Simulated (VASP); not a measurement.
# ZrSi3 (Fm-3m) in VASP: relaxation of cell and atoms with PBE

Aim: the relaxation of cell and atoms of ZrSi3 with PBE.

Everything below comes from runs of VASP 6.6.1. Logs are shortened: lines on timing, memory, paths and dates and some standing lists are left out, and cuts for length are marked.

### 1 The cell of the first run

The structure is cubic, space group Fm-3m (No. 225). The conventional cell has a = 6.513 Å, b = 6.513 Å, c = 6.513 Å, α = 90.00°, β = 90.00°, γ = 90.00°. Zr (site symmetry m-3m) has 14 Si at 2.82 to 3.26 Å within 3.7 Å. Si (site symmetry -43m) has 4 Zr at 2.82 Å and 10 Si at 2.82 to 3.26 Å within 3.7 Å. Within 3.7 Å of Si (site symmetry m-3m) lie 8 Si at 2.82 Å and 6 Zr at 3.26 Å.

The cell was generated, and may not be a known phase.

### 2 Relaxation of cell and atoms, PBE

The input, INCAR:

```
  PREC = Accurate
  ENCUT = 600
  EDIFF = 1E-6
  ISMEAR = 0
  SIGMA = 0.1
  LREAL = False
  LASPH = True
  NELM = 80
  ALGO = Normal
  ISIF = 3
  LWAVE = False
  LCHARG = False
  GGA = PE
  IBRION = 2
  NSW = 100
  EDIFFG = -0.01
```

The input, KPOINTS:

```
regular mesh
0
Gamma
  12 12 12
```

The input, POSCAR:

```
ZrSi3
1.0
    0.0000000000      3.2566493776      3.2566493776
    3.2566493776      0.0000000000      3.2566493776
    3.2566493776      3.2566493776      0.0000000000
Zr Si
1 3
Direct
    0.0000000000      0.0000000000      0.0000000000
    0.2500000000      0.2500000000      0.2500000000
    0.5000000000      0.5000000000      0.5000000000
    0.7500000000      0.7500000000      0.7500000000
```

Potentials or basis: VASP PAW PBE potentials, release 64 (Zr_sv, Si).

Command:

```bash
cat potpaw_PBE.64/Zr_sv/POTCAR potpaw_PBE.64/Si/POTCAR > POTCAR
mpirun -np 1 vasp_std > vasp.out
```

OUTCAR:

```text
PREC = Accurate
   ENCUT = 600
   EDIFF = 1E-6
   ISMEAR = 0
   LREAL = False
   LASPH = True
   NELM = 80
   ISIF = 3
   GGA = PE
   IBRION = 2
   NSW = 100
   EDIFFG = -0.01

 ion  position               nearest neighbor table
   1  0.000  0.000  0.000-   4 2.82   4 2.82   4 2.82   2 2.82   4 2.82   2 2.82   2 2.82   2 2.82
                             3 3.26   3 3.26   3 3.26   3 3.26   3 3.26   3 3.26
   2  0.250  0.250  0.250-   1 2.82   1 2.82   1 2.82   1 2.82   3 2.82   3 2.82   3 2.82   3 2.82

   3  0.500  0.500  0.500-   2 2.82   2 2.82   2 2.82   2 2.82   4 2.82   4 2.82   4 2.82   4 2.82
                             1 3.26   1 3.26   1 3.26   1 3.26   1 3.26   1 3.26
   4  0.750  0.750  0.750-   3 2.82   3 2.82   3 2.82   1 2.82   3 2.82   1 2.82   1 2.82   1 2.82

  LATTYP: Found a face centered cubic cell.
 ALAT       =     6.5132987552

  Lattice vectors:

 A1 = (   0.0000000000,   3.2566493776,   3.2566493776)
 A2 = (   3.2566493776,   0.0000000000,   3.2566493776)
 A3 = (   3.2566493776,   3.2566493776,   0.0000000000)

Analysis of symmetry for initial positions (statically):
=====================================================================
 Subroutine PRICEL returns:
 Original cell was already a primitive cell.

 Routine SETGRP: Setting up the symmetry group for a
 face centered cubic supercell.

 Subroutine GETGRP returns: Found 48 space group operations
 (whereof 48 operations were pure point group operations)
 out of a pool of 48 trial point group operations.

The static configuration has the point symmetry O_h .

Analysis of symmetry for dynamics (positions and initial velocities):
=====================================================================
 Subroutine PRICEL returns:
 Original cell was already a primitive cell.

 Routine SETGRP: Setting up the symmetry group for a
 face centered cubic supercell.

 Subroutine GETGRP returns: Found 48 space group operations
 (whereof 48 operations were pure point group operations)
 out of a pool of 48 trial point group operations.

The dynamic configuration has the point symmetry O_h .

 Subroutine INISYM returns: Found 48 space group operations
 (whereof 48 operations are pure point group operations),
 and found     1 'primitive' translations

----------------------------------------------------------------------------------------

[... 100 lines left out ...]
   IBRION =      2    ionic relax: 0-MD 1-quasi-New 2-CG
   NFREE  =      1    steps in history (QN), initial steepest desc. (CG)
   ISIF   =      3    stress and relaxation
   ISYM   =      2    0-nonsym 1-usesym 2-fastsym
   POTIM  = 0.5000    time-step for ionic-motion
   TEBEG  =    0.0;   TEEND  =   0.0 temperature during run
   PSTRESS=    0.0 pullay stress
   NELECT =      24.0000    total number of electrons
   NUPDOWN=      -1.0000    fix difference up-down
   EMIN   =  10.00;   EMAX   =-10.00  energy-range for DOS
   EFERMI =   0.00;   METHOD = LEGACY
   ISMEAR =     0;   SIGMA  =   0.10  broadening in eV -4-tet -1-fermi 0-gaus
   EFERMI_NEDOS =   21; number of points for ismear=-14 and -15
   IALGO  =     38    algorithm
   IMIX   =      4    mixing-type and parameters
     AMIX     =   0.40;   BMIX     =  1.00
     AMIX_MAG =   1.60;   BMIX_MAG =  1.00
  volume/ion in A,a.u.               =      17.27       116.54
  Fermi-wavevector in a.u.,A,eV,Ry     =   1.150882  2.174852 18.021326  1.324530
  Thomas-Fermi vector in A             =   2.287543
   LORBIT       =      0    0 simple, 1 ext, 2 COOP (PROOUT), +10 PAW based schemes
   GGA     = PE    functional components
   LHFCALC =     F    Hartree Fock is set to
   AEXX    =    0.0000 exact exchange contribution
   IVDW    =     0    specifies the selected vdW correction
   LEPSILON=     F    determine dielectric tensor
   LRPA    =     F    only Hartree local field effects (RPA)
 conjugate gradient relaxation of ions
 non-spin polarized calculation
 Gauss-broadening in eV      SIGMA  =   0.10
  energy-cutoff  :      600.00
  volume of cell :       69.08
 maximum number of plane-waves:      2332
 NGX is ok and might be reduce to    40
   NGX = 19   NGY = 19   NGZ = 19

--------------------------------------- Ionic step        1  -------------------------------------------

 number of electron      23.9999999 magnetization

 Free energy of the ion-electron system (eV)
  ---------------------------------------------------
  ext. energy  EPLUGINS =         0.00000000
  ---------------------------------------------------
  free energy    TOTEN  =       -23.70632242 eV

  energy without entropy =      -23.68935511  energy(sigma->0) =      -23.69783877

------------------------ aborting loop because EDIFF is reached ----------------------------------------

  FORCE on cell =-STRESS in cart. coord.  units (eV):
  Direction    XX          YY          ZZ          XY          YZ          ZX
  --------------------------------------------------------------------------------------
  -------------------------------------------------------------------------------------
  Total       -0.4939160     -0.4939160     -0.4939160      0.0000000      0.0000000      0.0000000
  in kB      -11.4556755    -11.4556755    -11.4556755      0.0000000      0.0000000      0.0000000
  external PRESSURE =     -11.4556755 kB  Pullay stress =       0.0000000 kB
[... 63 lines left out ...]
--------------------------------------- Ionic step        3  -------------------------------------------

 number of electron      23.9999999 magnetization

 Free energy of the ion-electron system (eV)
  ---------------------------------------------------
  ext. energy  EPLUGINS =         0.00000000
  ---------------------------------------------------
  free energy    TOTEN  =       -23.70952838 eV

  energy without entropy =      -23.69275673  energy(sigma->0) =      -23.70114255

 E-fermi :   9.3487     XC(G=0): -11.0614

 val. band max:        9.3476671964   @ k =  -0.2500   0.0833   0.0000
 cond. band min:       9.3862946652   @ k =   0.4167   0.3333   0.0000
 fundamental gap:      0.0386274688
 Fermi energy:         9.3486655704

 k-point     1 :       0.0000    0.0000    0.0000
  band No.  band energies     occupation
      1     -39.4445      2.00000
      2     -17.5411      2.00000
      3     -17.5411      2.00000
      4     -17.5411      2.00000
      5      -2.7453      2.00000
      6       5.1210      2.00000
[... 433 lines left out ...]
      3     -17.5551      2.00000
      4     -17.5486      2.00000
      5      -0.3764      2.00000
      6       0.4704      2.00000
[... 8 lines left out ...]
     15      11.7588      0.00000
     16      13.3185      0.00000

 [... further k-points ...]
[... 5 lines left out ...]
  --------------------------------------------------------------------------------------
  -------------------------------------------------------------------------------------
  Total        0.0010092      0.0010092      0.0010092      0.0000000      0.0000000      0.0000000
  in kB        0.0237141      0.0237141      0.0237141      0.0000000      0.0000000      0.0000000
  external PRESSURE =       0.0237141 kB  Pullay stress =       0.0000000 kB
[... 19 lines left out ...]
  FREE ENERGIE OF THE ION-ELECTRON SYSTEM (eV)
  ---------------------------------------------------
  free  energy   TOTEN  =       -23.7095283772 eV

  energy  without entropy=      -23.6927567271  energy(sigma->0) =      -23.70114255

 reached required accuracy - stopping structural energy minimisation
```

It took 6 min on 1 thread of Intel Xeon 8259CL, shared host; peak memory 0.32 GiB.

What came out:

* Free energy: -23.7095 eV
* Relaxed volume: 17.05 Å³/atom
* Relaxed cell: a = 4.586 Å, b = 4.586 Å, c = 4.586 Å, α = 60.00°, β = 60.00°, γ = 60.00°
* Space group after relaxing (to 0.1 Å): Fm-3m (No. 225)
* Energy gained by relaxing: 0.8 meV/atom
* Ionic steps: 3
* Pressure after relaxing: 0.0 GPa
* Band gap on the k mesh: zero (bands 12 and 13 overlap by 2.03 eV)

The path:
| step | energy change (eV) | largest force (eV/Å) | pressure (GPa) | volume (Å³) |
| --- | --- | --- | --- | --- |
| 1 | 0.0000 | 0.0000 | -1.15 | 69.08 |
| 2 | -0.0027 | 0.0000 | 0.44 | 67.85 |
| 3 | -0.0032 | 0.0000 | 0.00 | 68.19 |

Final structure:
```xyz
4
Lattice="0.0000 3.2426 3.2426 3.2426 0.0000 3.2426 3.2426 3.2426 0.0000" Properties=species:S:1:pos:R:3 pbc="T T T"
Zr    0.0000    0.0000    0.0000
Si    1.6213    1.6213    1.6213
Si    3.2426    3.2426    3.2426
Si    4.8639    4.8639    4.8639
```

Levels at points of the mesh, in eV from the Fermi level:
```tsv
k point	band 8	band 9	band 10	band 11	band 12	band 13	band 14	band 15	band 16
(0.00, 0.00, 0.00)	-3.83	-3.83	-2.06	-1.69	-1.69	-1.69	-0.47	-0.47	2.88
(0.50, 0.00, 0.00)	-4.28	-4.28	-1.61	-1.22	-1.22	-0.10	-0.10	3.30	3.98
(0.50, 0.50, 0.00)	-4.54	-4.54	-2.28	-0.15	-0.15	0.92	2.37	3.72	4.26
```

The gap in the log of VASP goes by the Fermi energy; the results here count the filled bands.